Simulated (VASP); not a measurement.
A run of VASP 6.6.1:

Contents of INCAR:

```
PREC     = Accurate       # precision mode
ENCUT    = 600            # plane-wave cutoff, eV
EDIFF    = 1E-8           # SCF threshold, eV
ISMEAR   = 1              # smearing method
SIGMA    = 0.1            # smearing width, eV
LREAL    = False          # projectors in reciprocal space
LASPH    = True           # aspherical terms in the spheres
NELM     = 100            # most SCF steps
ALGO     = Normal         # electronic algorithm
ISIF     = 3              # what is computed and relaxed
LWAVE    = False          # write WAVECAR
LCHARG   = False          # write CHGCAR
GGA      = PS             # functional
IVDW     = 12             # dispersion correction
NBANDS   = 11             # bands
IBRION   = 6              # ionic algorithm
NFREE    = 2            
POTIM    = 0.015          # step
NSW      = 1              # ionic steps
```

Contents of KPOINTS:

```
regular mesh
0
Gamma
  19 19 19
```

File POSCAR:

```
Pt
1.0
   -1.5842200000      1.5842200000      1.5842200000
    1.5842200000     -1.5842200000      1.5842200000
    1.5842200000      1.5842200000     -1.5842200000
Pt
1
Direct
    0.0000000000      0.0000000000      0.0000000000
```

Potentials or basis: VASP PAW PBE potentials, release 64 (Pt).

Launch:

```bash
$ cat potpaw_PBE.64/Pt/POTCAR > POTCAR
$ mpirun -np 1 vasp_std > vasp.out
```

Hardware: 1 thread of Oxide Virtual Turin-like Processor, with other jobs on the host.

How long does it take, and how much memory?

Wall time 52 min on 1 thread of Oxide Virtual Turin-like Processor (shared host), peak memory 0.7 GiB. Counts: scf iterations 141, k points 220.
